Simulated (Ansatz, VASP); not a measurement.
**Mo in VASP and in Ansatz**

The input INCAR:

```
SYSTEM = Mo
PREC = Accurate ; ENCUT = 520
EDIFF = 1E-6 ; ISMEAR = -1
SIGMA = 0.15 ; LREAL = .FALSE.
LASPH = .TRUE. ; NELM = 60
ALGO = Normal ; ISIF = 2
LWAVE = .FALSE. ; LCHARG = .TRUE.
GGA = PE ; LELF = .TRUE.
LVHAR = .TRUE. ; NBANDS = 13
```

The input KPOINTS:

```
regular mesh
0
G
  10 10 10
  0 0 0
```

The input POSCAR:

```
Mo
1.0
    0.0000000000      2.0800444326      2.0800444326
    2.0800444326      0.0000000000      2.0800444326
    2.0800444326      2.0800444326      0.0000000000
Mo
1
Direct
    0.0000000000      0.0000000000      0.0000000000
```

Input for Ansatz:

```yaml
crystal:
  lattice:
    - [0.0, 2.08004443264458, 2.08004443264458]
    - [2.08004443264458, 0.0, 2.08004443264458]
    - [2.08004443264458, 2.08004443264458, 0.0]
  atoms:
    - { symbol: Mo, position: [0.0, 0.0, 0.0] }
basis:
  ecutwfc: 557.833418042754
kpoints:
  mp_grid:
    grid: [10, 10, 10]
hamiltonian:
  xc: pbe
  pseudopotentials:
    kind: paw
scf:
  occupations:
    method: fermi_dirac
    width: 0.15
output:
  stress: true
```

Alike in both runs: task single point; functional PBE; k mesh 10 × 10 × 10; occupations fermi-dirac, width 0.15 eV; no spin polarisation.

```csv
,VASP,Ansatz
version,VASP 6.6.1,Ansatz 0.2.0
potentials or method,"VASP PAW PBE potentials, release 64 (Mo_sv), cutoff 520 eV","plane waves, PAW"
valence electrons in the cell,14,14
```

```tsv
	VASP	Ansatz	Ansatz less VASP
pressure (GPa)	-21.1	-21.4	-0.29
```
